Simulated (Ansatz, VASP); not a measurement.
Si in VASP and in Ansatz

```
CELL_PARAMETERS angstrom
3.84753 0.00000 0.00000
-1.92376 3.33205 0.00000
0.00000 0.00000 18.44160
ATOMIC_POSITIONS crystal
Si 0.33333 0.66667 0.26954
Si 0.66667 0.33333 0.24401
Si 0.33333 0.66667 0.50384
Si 0.66667 0.33333 0.47831
```

Alike in both runs: task single point; functional PBE; dispersion D3(BJ); k mesh 9 × 9 × 1; occupations gaussian, width 0.1 eV; no spin polarisation.

|  | VASP | Ansatz |
| --- | --- | --- |
| version | VASP 6.6.1 | Ansatz 0.2.0 |
| potentials or method | VASP PAW PBE potentials, release 64 (Si), cutoff 520 eV | scalar-relativistic, plane waves, PAW |
| valence electrons in the cell | 16 | 16 |

```tsv
	VASP	Ansatz	Ansatz less VASP
gap on the k mesh at the Fermi level (eV)	0.51	0.51	+0.001
least direct gap on the mesh (eV)	0.62	0.62	+0.001
rms of the force components (eV/Å)	0.032	0.034	+0.0020
```

Atom by atom the forces differ by 0.003 eV/Å (rms over components).
